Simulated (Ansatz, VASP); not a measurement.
## Two plane-wave programs on ZrO5

```
CELL_PARAMETERS angstrom
0.00000 3.07753 3.07753
3.07753 0.00000 3.07753
3.07753 3.07753 0.00000
ATOMIC_POSITIONS crystal
Zr 0.00000 0.00000 0.00000
O 0.25000 0.25000 0.25000
O 0.12831 0.62390 0.62390
O 0.62390 0.62390 0.62390
O 0.62390 0.62390 0.12831
O 0.62390 0.12831 0.62390
```

Change from the starting cell: species swapped into the DyCu5 type (F-43m, No. 216).

Alike in both runs: task relaxation of cell and atoms; functional PBE; k mesh 6 × 6 × 6; occupations gaussian, width 0.1 eV; no spin polarisation.

|  | VASP | Ansatz |
| --- | --- | --- |
| version | VASP 6.6.1 | Ansatz 0.2.0 |
| potentials or method | VASP PAW PBE potentials, release 64 (Zr_sv, O), cutoff 600 eV | scalar-relativistic, plane waves, PAW |
| valence electrons in the cell | 42 | 42 |

|  | VASP | Ansatz | Ansatz less VASP |
| --- | --- | --- | --- |
| gap on the k mesh at the Fermi level, each at its own relaxed structure (eV) | none | none | - |
| relaxed volume (Å³/atom) | 8.71 | 8.75 | +0.040 |
| relaxed cell length with the largest relative difference (Å) | 4.197 | 4.203 | +0.0064 |

A gap of «none» marks a metal or a gap that the smearing closes.
